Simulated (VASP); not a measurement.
# MgCdTe3 (Pm-3m) in VASP: notebook, part 2 of 2

VASP 6.6.1.

## Step 3: Single point, PBE

This run uses another cell than the first one, of 33.32 Å³/atom, 1.103 times its volume.

The input, INCAR:

```
SYSTEM = MgCdTe3
PREC = Accurate ; ENCUT = 520
EDIFF = 1E-6 ; ISMEAR = 0
SIGMA = 0.1 ; LREAL = .FALSE.
LASPH = .TRUE. ; NELM = 80
ALGO = Normal ; ISIF = 2
LWAVE = .FALSE. ; LCHARG = .TRUE.
GGA = PE ; LELF = .TRUE.
LVHAR = .TRUE. ; NBANDS = 24
```

The input, KPOINTS:

```
Automatic mesh
0
G
  8 8 8
  0 0 0
```

The input, POSCAR:

```
MgCdTe3
1.0
    5.5022345559      0.0000000000      0.0000000000
    0.0000000000      5.5022345559      0.0000000000
    0.0000000000      0.0000000000      5.5022345559
Mg Cd Te
1 1 3
Direct
    0.5000000000      0.5000000000      0.5000000000
    0.0000000000      0.0000000000      0.0000000000
    0.0000000000      0.5000000000      0.5000000000
    0.5000000000      0.0000000000      0.5000000000
    0.5000000000      0.5000000000      0.0000000000
```

Potentials or basis: VASP PAW PBE potentials, release 64 (Mg, Cd, Te).

Run with:

```console
cat potpaw_PBE.64/Mg/POTCAR potpaw_PBE.64/Cd/POTCAR potpaw_PBE.64/Te/POTCAR > POTCAR
mpirun -np 1 vasp_std > vasp.out
```

It took 52 s on 1 thread of Intel Xeon 6975P-C (Granite Rapids), shared host; peak memory 0.35 GiB.

The run converged. Its results:

```yaml
Free_energy: -10.5882 eV
Pressure: 0.0 GPa
Band_gap_on_the_k_mesh: zero (band 16 reaches 4.02 eV, above the bottom of band 17 at 2.89 eV)
```

Levels at points of the mesh, in eV from the Fermi level:
| k point | band 12 | band 13 | band 14 | band 15 | band 16 | band 17 | band 18 | band 19 | band 20 | band 21 |
| --- | --- | --- | --- | --- | --- | --- | --- | --- | --- | --- |
| (0.00, 0.00, 0.00) | -1.60 | -0.47 | -0.47 | -0.47 | 0.05 | 0.05 | 0.05 | 2.10 | 4.77 | 4.77 |
| (0.50, 0.00, 0.00) | -2.61 | -1.46 | -1.46 | -0.91 | 0.00 | 0.00 | 0.72 | 2.57 | 4.42 | 4.42 |
| (0.50, 0.50, 0.00) | -1.52 | -1.52 | -1.21 | -1.21 | -0.20 | 0.13 | 0.92 | 3.05 | 4.36 | 4.36 |
| (0.50, 0.50, 0.50) | -3.11 | -1.70 | -0.16 | -0.16 | 0.93 | 0.93 | 0.93 | 4.78 | 4.78 | 4.78 |

Caveat: spin-orbit coupling is left out, which moves the levels of the heavy elements.

## Step 4: Single point, PBE

This run uses another cell than the first one, of 33.32 Å³/atom, 1.103 times its volume.

The input, INCAR:

```
  PREC = Accurate
  ENCUT = 520
  EDIFF = 1E-6
  ISMEAR = 0
  SIGMA = 0.1
  LREAL = F
  LASPH = T
  NELM = 80
  ALGO = Normal
  ISIF = 2
  LWAVE = F
  LCHARG = T
  GGA = PE
  LELF = T
  LVHAR = T
  NBANDS = 24
```

The input, KPOINTS:

```
Automatic mesh
0
Gamma
  8 8 8
```

POSCAR is that of step 3.

Run with:

```console
cat potpaw_PBE.64/Mg/POTCAR potpaw_PBE.64/Cd/POTCAR potpaw_PBE.64/Te/POTCAR > POTCAR
mpirun -np 1 vasp_std > vasp.out
```

Run time: 56 s. Hardware: 1 thread of Intel Xeon 6975P-C (Granite Rapids), shared host; peak memory 0.35 GiB.

Results (log left out):

| Property | Result |
| --- | --- |
| Free energy | -10.5882 eV |
| Pressure | 0.0 GPa |
| Band gap on the k mesh | zero (band 16 reaches 4.02 eV, above the bottom of band 17 at 2.89 eV) |

Levels at points of the mesh, in eV from the Fermi level:
| k point | band 12 | band 13 | band 14 | band 15 | band 16 | band 17 | band 18 | band 19 | band 20 | band 21 |
| --- | --- | --- | --- | --- | --- | --- | --- | --- | --- | --- |
| (0.00, 0.00, 0.00) | -1.60 | -0.47 | -0.47 | -0.47 | 0.05 | 0.05 | 0.05 | 2.10 | 4.77 | 4.77 |
| (0.50, 0.00, 0.00) | -2.61 | -1.46 | -1.46 | -0.91 | 0.00 | 0.00 | 0.72 | 2.57 | 4.42 | 4.42 |
| (0.50, 0.50, 0.00) | -1.52 | -1.52 | -1.21 | -1.21 | -0.20 | 0.13 | 0.92 | 3.05 | 4.36 | 4.36 |
| (0.50, 0.50, 0.50) | -3.11 | -1.70 | -0.16 | -0.16 | 0.93 | 0.93 | 0.93 | 4.78 | 4.78 | 4.78 |

Caveat: spin-orbit coupling is left out, which moves the levels of the heavy elements.

## Step 5: Relaxation of cell and atoms, PBE

The input, INCAR:

```
PREC     = Accurate       # precision mode
ENCUT    = 600            # plane-wave cutoff, eV
EDIFF    = 1E-7           # SCF threshold, eV
ISMEAR   = 0              # smearing method
SIGMA    = 0.1            # smearing width, eV
LREAL    = F              # projectors in reciprocal space
LASPH    = T              # aspherical terms in the spheres
NELM     = 80             # most SCF steps
ALGO     = Normal         # electronic algorithm
ISIF     = 3              # what is computed and relaxed
LWAVE    = F              # write WAVECAR
LCHARG   = F              # write CHGCAR
GGA      = PE             # functional
IBRION   = 2              # ionic algorithm
NSW      = 100            # ionic steps
EDIFFG   = -0.01          # ionic threshold
```

KPOINTS is that of step 4.

POSCAR, as its differences from that of step 4:

```diff
@@ -2,5 +2,5 @@
 1.0
-    5.5022345559      0.0000000000      0.0000000000
-    0.0000000000      5.5022345559      0.0000000000
-    0.0000000000      0.0000000000      5.5022345559
+    5.3246750100      0.0000000000      0.0000000000
+    0.0000000000      5.3246750100      0.0000000000
+    0.0000000000      0.0000000000      5.3246750100
 Mg Cd Te
```

Run with:

```console
cat potpaw_PBE.64/Mg/POTCAR potpaw_PBE.64/Cd/POTCAR potpaw_PBE.64/Te/POTCAR > POTCAR
mpirun -np 1 vasp_std > vasp.out
```

It took 2.2 min on 1 thread of Intel Xeon 6975P-C (Granite Rapids), shared host; peak memory 0.44 GiB.

It converged, with:

```yaml
Free_energy: -10.5864 eV
Relaxed_volume: 33.29 Å³/atom
Relaxed_cell: a = 5.501 Å, b = 5.501 Å, c = 5.501 Å, α = 90.00°, β = 90.00°, γ = 90.00°
Space_group_after_relaxing_to_0.05_Å: Pm-3m (No. 221)
Energy_gained_by_relaxing: 30.1 meV/atom
Ionic_steps: 3
Pressure_after_relaxing: 0.0 GPa
Band_gap_on_the_k_mesh: zero (band 16 reaches 4.03 eV, above the bottom of band 17 at 2.90 eV)
```

Step by step:
| step | energy change (eV) | largest force (eV/Å) | pressure (GPa) | volume (Å³) |
| --- | --- | --- | --- | --- |
| 1 | 0.0000 | 0.0000 | 3.44 | 150.97 |
| 2 | -0.1504 | 0.0000 | 0.14 | 165.58 |
| 3 | -0.1507 | 0.0000 | -0.01 | 166.45 |

Final structure:
```yaml
crystal:
  lattice:
    - [5.50084, 0.00000, 0.00000]
    - [0.00000, 5.50084, 0.00000]
    - [0.00000, 0.00000, 5.50084]
  atoms:
    - { symbol: Mg, position: [0.50000, 0.50000, 0.50000] }
    - { symbol: Cd, position: [0.00000, 0.00000, 0.00000] }
    - { symbol: Te, position: [0.00000, 0.50000, 0.50000] }
    - { symbol: Te, position: [0.50000, 0.00000, 0.50000] }
    - { symbol: Te, position: [0.50000, 0.50000, 0.00000] }
```

Levels at points of the mesh, in eV from the Fermi level:
```
           k point  band 12  band 13  band 14  band 15  band 16  band 17  band 18  band 19  band 20
(0.00, 0.00, 0.00)    -1.61    -0.47    -0.47    -0.47     0.05     0.05     0.05     2.10     4.77
(0.50, 0.00, 0.00)    -2.61    -1.46    -1.46    -0.91     0.00     0.00     0.72     2.57     4.42
(0.50, 0.50, 0.00)    -1.53    -1.53    -1.21    -1.21    -0.20     0.13     0.92     3.04     4.36
(0.50, 0.50, 0.50)    -3.11    -1.70    -0.16    -0.16     0.94     0.94     0.94     4.78     4.78
```

Caveat: spin-orbit coupling is left out, which moves the levels of the heavy elements.

## Step 6: Relaxation of cell and atoms, PBE

This run uses another cell than the first one, of 33.32 Å³/atom, 1.103 times its volume.

The input, INCAR:

```
PREC = Accurate
ENCUT = 600
EDIFF = 1E-7
ISMEAR = 0
SIGMA = 0.1
LREAL = False
LASPH = True
NELM = 80
ALGO = Normal
ISIF = 3
LWAVE = False
LCHARG = False
GGA = PE
IBRION = 2
NSW = 100
EDIFFG = -0.01
```

The input, KPOINTS:

```
regular mesh
0
Gamma
  8 8 8
```

POSCAR, as its differences from that of step 5:

```diff
@@ -2,5 +2,5 @@
 1.0
-    5.3246750100      0.0000000000      0.0000000000
-    0.0000000000      5.3246750100      0.0000000000
-    0.0000000000      0.0000000000      5.3246750100
+    5.5022345559      0.0000000000      0.0000000000
+    0.0000000000      5.5022345559      0.0000000000
+    0.0000000000      0.0000000000      5.5022345559
 Mg Cd Te
```

Potentials or basis: VASP PAW PBE potentials, release 64 (Mg, Cd, Te).

Run with:

```console
cat potpaw_PBE.64/Mg/POTCAR potpaw_PBE.64/Cd/POTCAR potpaw_PBE.64/Te/POTCAR > POTCAR
mpirun -np 1 vasp_std > vasp.out
```

It took 52 s on 1 thread of Intel Xeon 6975P-C (Granite Rapids), shared host; peak memory 0.43 GiB.

Results (log left out):

```yaml
Free_energy: -10.5880 eV
Pressure_after_relaxing: 0.0 GPa
Band_gap_on_the_k_mesh: zero (band 16 reaches 4.02 eV, above the bottom of band 17 at 2.89 eV)
```

Final structure:
```
CELL_PARAMETERS angstrom
5.50223 0.00000 0.00000
0.00000 5.50223 0.00000
0.00000 0.00000 5.50223
ATOMIC_POSITIONS crystal
Mg 0.50000 0.50000 0.50000
Cd 0.00000 0.00000 0.00000
Te 0.00000 0.50000 0.50000
Te 0.50000 0.00000 0.50000
Te 0.50000 0.50000 0.00000
```

Levels at points of the mesh, in eV from the Fermi level:
| k point | band 14 | band 15 | band 16 | band 17 | band 18 | band 19 |
| --- | --- | --- | --- | --- | --- | --- |
| (0.00, 0.00, 0.00) | -0.47 | -0.47 | 0.05 | 0.05 | 0.05 | 2.10 |
| (0.50, 0.00, 0.00) | -1.46 | -0.91 | 0.00 | 0.00 | 0.72 | 2.57 |
| (0.50, 0.50, 0.00) | -1.21 | -1.21 | -0.20 | 0.13 | 0.92 | 3.05 |
| (0.50, 0.50, 0.50) | -0.16 | -0.16 | 0.93 | 0.93 | 0.93 | 4.78 |

Caveat: the relaxation stopped at its first step, so nothing moved; spin-orbit coupling is left out, which moves the levels of the heavy elements.

## Step 7: Overview

| task | cell | k mesh | cutoff (eV) | gap on the mesh (eV) | pressure (GPa) |
| --- | --- | --- | --- | --- | --- |
| single point | a = 5.325 Å, 5 atoms | 4 × 4 × 4 | 520 | none | 3.6 |
| single point | a = 5.502 Å, 5 atoms | 8 × 8 × 8 | 520 | none | 0.0 |
| relaxation of cell and atoms | relaxed from a = 5.325 Å, 5 atoms | 8 × 8 × 8 | 600 | none | 0.0 |
| relaxation of cell and atoms | relaxed from a = 5.502 Å, 5 atoms | 8 × 8 × 8 | 600 | none | 0.0 |

Alike in all rows: level PBE; potentials or basis VASP PAW PBE potentials, release 64 (Mg, Cd, Te); no spin polarisation; smearing gaussian 0.1 eV.

Caveats: spin-orbit coupling is left out, which moves the levels of the heavy elements; the relaxation stopped at its first step, so nothing moved (some runs).

Absolute energies hang on the potentials; compare differences alone.
